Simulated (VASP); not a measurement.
# MgB2 (P6/mmm) in VASP: notebook, part 2 of 2

VASP 6.6.1. The steps go on from the part before.

## Step 4: Single point, PBE

This run uses another cell than the first one, of 9.68 Å³/atom, 1.020 times its volume.

Contents of INCAR:

```
PREC = Accurate
ENCUT = 520
EDIFF = 1E-7
ISMEAR = -1
SIGMA = 0.05
LREAL = F
LASPH = T
NELM = 60
ALGO = Normal
ISIF = 2
LWAVE = F
LCHARG = F
GGA = PE
NBANDS = 11
```

Contents of KPOINTS:

```
regular mesh
0
Gamma
  10 10 8
```

Contents of POSCAR:

```
MgB2
1.0
    3.0850000000      0.0000000000      0.0000000000
   -1.5425000000      2.6716883707      0.0000000000
    0.0000000000      0.0000000000      3.5230000000
Mg B
1 2
Direct
    0.0000000000      0.0000000000      0.0000000000
    0.6666666667      0.3333333333      0.5000000000
    0.3333333333      0.6666666667      0.5000000000
```

Potentials or basis: VASP PAW PBE potentials, release 64 (Mg, B).

Started as:

```
$ cat potpaw_PBE.64/Mg/POTCAR potpaw_PBE.64/B/POTCAR > POTCAR
$ mpirun -np 1 vasp_std > vasp.out
```

OUTCAR:

```text
PREC = Accurate
   ENCUT = 520
   EDIFF = 1E-7
   ISMEAR = -1
   LREAL = F
   LASPH = T
   NELM = 60
   ISIF = 2
   GGA = PE

 ion  position               nearest neighbor table
   1  0.000  0.000  0.000-   2 2.51   3 2.51   2 2.51   3 2.51   2 2.51   2 2.51   3 2.51   3 2.51
                             2 2.51   2 2.51   3 2.51   3 2.51
   2  0.667  0.333  0.500-   3 1.78   3 1.78   3 1.78   1 2.51   1 2.51   1 2.51   1 2.51   1 2.51
                             1 2.51
   3  0.333  0.667  0.500-   2 1.78   2 1.78   2 1.78   1 2.51   1 2.51   1 2.51   1 2.51   1 2.51
                             1 2.51

  LATTYP: Found a hexagonal cell.
 ALAT       =     3.0850000000
 C/A-ratio  =     1.1419773096

  Lattice vectors:

 A1 = (   3.0850000000,   0.0000000000,   0.0000000000)
 A2 = (  -1.5425000000,   2.6716883707,   0.0000000000)
 A3 = (   0.0000000000,   0.0000000000,   3.5230000000)

Analysis of symmetry for initial positions (statically):
=====================================================================
 Subroutine PRICEL returns:
 Original cell was already a primitive cell.

 Routine SETGRP: Setting up the symmetry group for a
 hexagonal supercell.

[... 174 lines left out ...]

 k-point     1 :       0.0000    0.0000    0.0000
  band No.  band energies     occupation
      1      -7.1455      2.00000
      2       2.3319      2.00000
      3       5.6339      0.00289
      4       5.6339      0.00289
      5       6.9141      0.00000
      6      11.5703      0.00000
      7      11.5703      0.00000
      8      13.3392      0.00000
      9      15.1984      0.00000
     10      17.9205      0.00000
     11      21.3984      0.00000
[... 309 lines left out ...]
 k-point    24 :       0.4000    0.1000    0.1250
  band No.  band energies     occupation
      1      -3.5355      2.00000
      2      -1.7743      2.00000
      3       2.4512      2.00000
      4       4.5982      2.00000
      5       7.4747      0.00000
      6      10.4672      0.00000
      7      11.5898      0.00000
      8      13.5020      0.00000
      9      15.4143      0.00000
     10      18.6600      0.00000
     11      19.6006      0.00000

 [... further k-points ...]
[... 5 lines left out ...]
  --------------------------------------------------------------------------------------
  -------------------------------------------------------------------------------------
  Total       -0.2016988     -0.2016988     -0.2317053      0.0000000      0.0000000      0.0000000
  in kB      -11.1291075    -11.1291075    -12.7847733      0.0000000      0.0000000      0.0000000
  external PRESSURE =     -11.6809961 kB  Pullay stress =       0.0000000 kB

 VOLUME and BASIS-vectors are now :
 -----------------------------------------------------------------------------
  energy-cutoff  :      520.00
  volume of cell :       29.04
      direct lattice vectors                 reciprocal lattice vectors
     3.085000000  0.000000000  0.000000000     0.324149109  0.187147575  0.000000000
    -1.542500000  2.671688371  0.000000000     0.000000000  0.374295150  0.000000000
     0.000000000  0.000000000  3.523000000     0.000000000  0.000000000  0.283848992

 POSITION                                       TOTAL-FORCE (eV/Angst)
 -----------------------------------------------------------------------------------
      0.00000      0.00000      0.00000         0.000000      0.000000      0.000000
      1.54250      0.89056      1.76150        -0.000000     -0.000000      0.000000
     -0.00000      1.78113      1.76150         0.000000      0.000000     -0.000000
 -----------------------------------------------------------------------------------
    total drift:                                0.000000     -0.000000      0.000000

  FREE ENERGIE OF THE ION-ELECTRON SYSTEM (eV)
  ---------------------------------------------------
  free  energy   TOTEN  =       -15.3235272776 eV

  energy  without entropy=      -15.3174002666  energy(sigma->0) =      -15.32046377
```

OSZICAR:

```text
N       E                     dE             d eps       ncg     rms          rms(c)
DAV:   1     0.352946974054E+01    0.35295E+01   -0.37830E+03  1708   0.609E+02
DAV:   2    -0.164806324504E+02   -0.20010E+02   -0.18812E+02  1969   0.107E+02
DAV:   3    -0.170007582662E+02   -0.52013E+00   -0.51882E+00  1971   0.140E+01
DAV:   4    -0.170020469997E+02   -0.12887E-02   -0.12887E-02  1772   0.780E-01
DAV:   5    -0.170020529770E+02   -0.59774E-05   -0.59778E-05  1912   0.533E-02    0.521E+00
DAV:   6    -0.155815021468E+02    0.14206E+01   -0.17695E+00  1732   0.614E+00    0.252E+00
DAV:   7    -0.153284097003E+02    0.25309E+00   -0.10003E+00  1804   0.459E+00    0.753E-01
DAV:   8    -0.153304209617E+02   -0.20113E-02   -0.88600E-02  1743   0.163E+00    0.360E-01
DAV:   9    -0.153236398373E+02    0.67811E-02   -0.15621E-02  1708   0.574E-01    0.693E-02
DAV:  10    -0.153235364498E+02    0.10339E-03   -0.12197E-03  1870   0.188E-01    0.251E-02
DAV:  11    -0.153235273453E+02    0.91045E-05   -0.52424E-05  1737   0.449E-02    0.326E-03
DAV:  12    -0.153235272776E+02    0.67738E-07   -0.55453E-07  1830   0.529E-03
   1 F= -.15323527E+02 E0= -.15320464E+02  d E =-.612701E-02
```

It took 9.5 s on 1 thread of Intel Xeon Platinum 8488C (Sapphire Rapids), shared host; peak memory 0.15 GiB.

Results:

```yaml
Free_energy: -15.3235 eV
Pressure: -1.2 GPa
Band_gap_on_the_k_mesh: zero (band 4 reaches 6.39 eV, above the bottom of band 5 at 3.94 eV)
```

Stress tensor (GPa, compression positive):
```
-1.11  0.00  0.00
 0.00 -1.11  0.00
 0.00  0.00 -1.28
```

Levels at points of the mesh, in eV from the Fermi level:
```tsv
k point	band 1	band 2	band 3	band 4	band 5	band 6	band 7	band 8
(0.00, 0.00, 0.00)	-12.45	-2.97	0.33	0.33	1.61	6.26	6.26	8.03
(0.50, 0.00, 0.00)	-8.57	-7.86	-2.21	0.17	3.03	3.83	5.28	7.05
(0.00, 0.00, 0.50)	-11.18	-7.47	0.70	0.70	6.60	6.60	7.90	9.80
(0.50, 0.00, 0.50)	-7.60	-6.95	-3.61	-1.91	-1.34	5.66	8.71	8.85
```

## Step 5: Single point, PBE

This run uses another cell than the first one, of 9.87 Å³/atom, 1.041 times its volume.

Contents of INCAR:

```
PREC = Accurate ; ENCUT = 520
EDIFF = 1E-7 ; ISMEAR = -1
SIGMA = 0.05 ; LREAL = False
LASPH = True ; NELM = 60
ALGO = Normal ; ISIF = 2
LWAVE = False ; LCHARG = False
GGA = PE ; NBANDS = 11
```

Contents of KPOINTS:

```
Automatic mesh
0
Gamma
  10 10 8
```

Contents of POSCAR:

```
MgB2
1.0
    3.1054310590      0.0000000000      0.0000000000
   -1.5527155295      2.6893821868      0.0000000000
    0.0000000000      0.0000000000      3.5463318058
Mg B
1 2
Direct
    0.0000000000      0.0000000000      0.0000000000
    0.6666666667      0.3333333333      0.5000000000
    0.3333333333      0.6666666667      0.5000000000
```

Started as:

```
$ cat potpaw_PBE.64/Mg/POTCAR potpaw_PBE.64/B/POTCAR > POTCAR
$ mpirun -np 1 vasp_std > vasp.out
```

Run time: 11 s. Hardware: 1 thread of Intel Xeon Platinum 8488C (Sapphire Rapids), shared host; peak memory 0.16 GiB.

The run converged. Its results:

- Free energy: -15.3143 eV
- Pressure: -4.0 GPa
- Band gap on the k mesh: zero (band 4 reaches 6.24 eV, above the bottom of band 5 at 3.82 eV)

Stress tensor (GPa, compression positive):
```
-4.33  0.00  0.00
 0.00 -4.33  0.00
 0.00  0.00 -3.37
```

Levels at points of the mesh, in eV from the Fermi level:
| k point | band 1 | band 2 | band 3 | band 4 | band 5 | band 6 | band 7 | band 8 | band 9 |
| --- | --- | --- | --- | --- | --- | --- | --- | --- | --- |
| (0.00, 0.00, 0.00) | -12.33 | -2.93 | 0.32 | 0.32 | 1.56 | 6.18 | 6.18 | 7.82 | 9.72 |
| (0.50, 0.00, 0.00) | -8.51 | -7.78 | -2.18 | 0.18 | 2.99 | 3.78 | 5.19 | 6.86 | 12.32 |
| (0.00, 0.00, 0.50) | -11.09 | -7.37 | 0.68 | 0.68 | 6.52 | 6.52 | 7.78 | 9.50 | 9.76 |
| (0.50, 0.00, 0.50) | -7.55 | -6.88 | -3.55 | -1.89 | -1.33 | 5.53 | 8.54 | 8.73 | 12.77 |

## Step 6: Single point, PBE

This run uses another cell than the first one, of 10.07 Å³/atom, 1.061 times its volume.

Contents of INCAR:

```
SYSTEM = MgB2
PREC = Accurate
ENCUT = 520
EDIFF = 1E-7
ISMEAR = -1
SIGMA = 0.05
LREAL = .False.
LASPH = .True.
NELM = 60
ALGO = Normal
ISIF = 2
LWAVE = .False.
LCHARG = .True.
GGA = PE
LELF = .True.
LVHAR = .True.
NBANDS = 11
```

Contents of KPOINTS:

```
Automatic mesh
0
Gamma
  10 10 8
  0 0 0
```

Contents of POSCAR:

```
MgB2
1.0
    3.1255967608      0.0000000000      0.0000000000
   -1.5627983804      2.7068461969      0.0000000000
    0.0000000000      0.0000000000      3.5693605797
Mg B
1 2
Direct
    0.0000000000      0.0000000000      0.0000000000
    0.6666666667      0.3333333333      0.5000000000
    0.3333333333      0.6666666667      0.5000000000
```

Potentials or basis: VASP PAW PBE potentials, release 64 (Mg, B).

Started as:

```
$ cat potpaw_PBE.64/Mg/POTCAR potpaw_PBE.64/B/POTCAR > POTCAR
$ mpirun -np 1 vasp_std > vasp.out
```

OUTCAR:

```text
SYSTEM = MgB2
   PREC = Accurate
   ENCUT = 520
   EDIFF = 1E-7
   ISMEAR = -1
   LREAL = .False.
   LASPH = .True.
   NELM = 60
   ISIF = 2
   GGA = PE

 ion  position               nearest neighbor table
   1  0.000  0.000  0.000-   2 2.54   3 2.54   2 2.54   3 2.54   2 2.54   2 2.54   3 2.54   3 2.54
                             2 2.54   2 2.54   3 2.54   3 2.54
   2  0.667  0.333  0.500-   3 1.80   3 1.80   3 1.80   1 2.54   1 2.54   1 2.54   1 2.54   1 2.54
                             1 2.54
   3  0.333  0.667  0.500-   2 1.80   2 1.80   2 1.80   1 2.54   1 2.54   1 2.54   1 2.54   1 2.54
                             1 2.54

  LATTYP: Found a hexagonal cell.
 ALAT       =     3.1255967608
 C/A-ratio  =     1.1419773096

  Lattice vectors:

 A1 = (   3.1255967608,   0.0000000000,   0.0000000000)
 A2 = (  -1.5627983804,   2.7068461969,   0.0000000000)
 A3 = (   0.0000000000,   0.0000000000,   3.5693605797)

Analysis of symmetry for initial positions (statically):
=====================================================================
 Subroutine PRICEL returns:
 Original cell was already a primitive cell.

 Routine SETGRP: Setting up the symmetry group for a
 hexagonal supercell.

 Subroutine GETGRP returns: Found 24 space group operations
 (whereof 24 operations were pure point group operations)
 out of a pool of 24 trial point group operations.

The static configuration has the point symmetry D_6h.

Analysis of symmetry for dynamics (positions and initial velocities):
=====================================================================
 Subroutine PRICEL returns:
 Original cell was already a primitive cell.

 Routine SETGRP: Setting up the symmetry group for a
 hexagonal supercell.

 Subroutine GETGRP returns: Found 24 space group operations
 (whereof 24 operations were pure point group operations)
 out of a pool of 24 trial point group operations.

The dynamic configuration has the point symmetry D_6h.

 Subroutine INISYM returns: Found 24 space group operations
 (whereof 24 operations are pure point group operations),
 and found     1 'primitive' translations

[... 120 lines left out ...]
   LORBIT       =      0    0 simple, 1 ext, 2 COOP (PROOUT), +10 PAW based schemes
   GGA     = PE    functional components
   LHFCALC =     F    Hartree Fock is set to
   AEXX    =    0.0000 exact exchange contribution
   IVDW    =     0    specifies the selected vdW correction
   LEPSILON=     F    determine dielectric tensor
   LRPA    =     F    only Hartree local field effects (RPA)
 non-spin polarized calculation
  energy-cutoff  :      520.00
  volume of cell :       30.20
 maximum number of plane-waves:       830
 NGX is ok and might be reduce to    24
   NGX = 11   NGY = 11   NGZ = 13

 number of electron       8.0000000 magnetization

 Free energy of the ion-electron system (eV)
  ---------------------------------------------------
  ext. energy  EPLUGINS =         0.00000000
  ---------------------------------------------------
  free energy    TOTEN  =       -15.29517814 eV

  energy without entropy =      -15.28927864  energy(sigma->0) =      -15.29222839

 E-fermi :   5.0314     XC(G=0): -10.7576

 val. band max:        5.0011712890   @ k =   0.1000   0.0000   0.1250
 cond. band min:       5.0600862061   @ k =   0.3000   0.2000   0.0000
 fundamental gap:      0.0589149171
 Fermi energy:         5.0314240748

 k-point     1 :       0.0000    0.0000    0.0000
  band No.  band energies     occupation
      1      -7.1840      2.00000
      2       2.1387      2.00000
      3       5.3351      0.00460
      4       5.3351      0.00460
      5       6.5417      0.00000
      6      11.1299      0.00000
      7      11.1299      0.00000
      8      12.6431      0.00000
      9      14.5879      0.00000
     10      17.2308      0.00000
     11      20.7694      0.00000
[... 309 lines left out ...]
 k-point    24 :       0.4000    0.1000    0.1250
  band No.  band energies     occupation
      1      -3.6671      2.00000
      2      -1.9211      2.00000
      3       2.2380      2.00000
      4       4.3510      2.00000
      5       7.1468      0.00000
      6      10.0254      0.00000
      7      11.0857      0.00000
      8      12.9042      0.00000
      9      14.8432      0.00000
     10      17.9421      0.00000
     11      18.8682      0.00000

 [... further k-points ...]
[... 5 lines left out ...]
  --------------------------------------------------------------------------------------
  -------------------------------------------------------------------------------------
  Total       -1.3711636     -1.3711636     -0.9922005     -0.0000000     -0.0000000      0.0000000
  in kB      -72.7466364    -72.7466364    -52.6408714     -0.0000000     -0.0000000      0.0000000
  external PRESSURE =     -66.0447147 kB  Pullay stress =       0.0000000 kB

 VOLUME and BASIS-vectors are now :
 -----------------------------------------------------------------------------
  energy-cutoff  :      520.00
  volume of cell :       30.20
      direct lattice vectors                 reciprocal lattice vectors
     3.125596761  0.000000000  0.000000000     0.319938903  0.184716812  0.000000000
    -1.562798380  2.706846197  0.000000000     0.000000000  0.369433624  0.000000000
     0.000000000  0.000000000  3.569360580     0.000000000  0.000000000  0.280162224

 POSITION                                       TOTAL-FORCE (eV/Angst)
 -----------------------------------------------------------------------------------
      0.00000      0.00000      0.00000        -0.000000      0.000000      0.000000
      1.56280      0.90228      1.78468        -0.000000      0.000000      0.000000
     -0.00000      1.80456      1.78468         0.000000      0.000000      0.000000
 -----------------------------------------------------------------------------------
    total drift:                                0.000000     -0.000000      0.000000

  FREE ENERGIE OF THE ION-ELECTRON SYSTEM (eV)
  ---------------------------------------------------
  free  energy   TOTEN  =       -15.2951781418 eV

  energy  without entropy=      -15.2892786445  energy(sigma->0) =      -15.29222839
```

stdout:

```text
POSCAR found type information on POSCAR MgB
 POSCAR found :  2 types and       3 ions
 scaLAPACK will be used
 LDA part: xc-table for (Slater+PW92), standard interpolation
 POSCAR, INCAR and KPOINTS ok, starting setup
 FFT: planning ... GRIDC
 FFT: planning ... GRID_SOFT
 FFT: planning ... GRID
 WAVECAR not read
 entering main loop
```

Run time: 12 s. Hardware: 1 thread of Intel Xeon Platinum 8488C (Sapphire Rapids), shared host; peak memory 0.15 GiB.

What came out:

```
Free energy            : -15.2952 eV
Pressure               : -6.6 GPa
Band gap on the k mesh : zero (band 4 reaches 6.10 eV, above the bottom of band 5 at 3.72 eV)
```

## Step 7: The runs side by side

| cell | gap on the mesh (eV) | pressure (GPa) |
| --- | --- | --- |
| a = 3.064, b = 3.064, c = 3.499 Å, angles 90.0, 90.0, 120.0°, 3 atoms | none | 2.0 |
| a = 3.085, b = 3.085, c = 3.523 Å, angles 90.0, 90.0, 120.0°, 3 atoms | none | -1.2 |
| a = 3.105, b = 3.105, c = 3.546 Å, angles 90.0, 90.0, 120.0°, 3 atoms | none | -4.0 |
| a = 3.126, b = 3.126, c = 3.569 Å, angles 90.0, 90.0, 120.0°, 3 atoms | none | -6.6 |

Alike in all rows: task single point; level PBE; potentials or basis VASP PAW PBE potentials, release 64 (Mg, B); no spin polarisation; k mesh 10 × 10 × 8; cutoff (eV) 520; smearing fermi-dirac 0.05 eV.

Absolute energies hang on the potentials; compare differences alone.
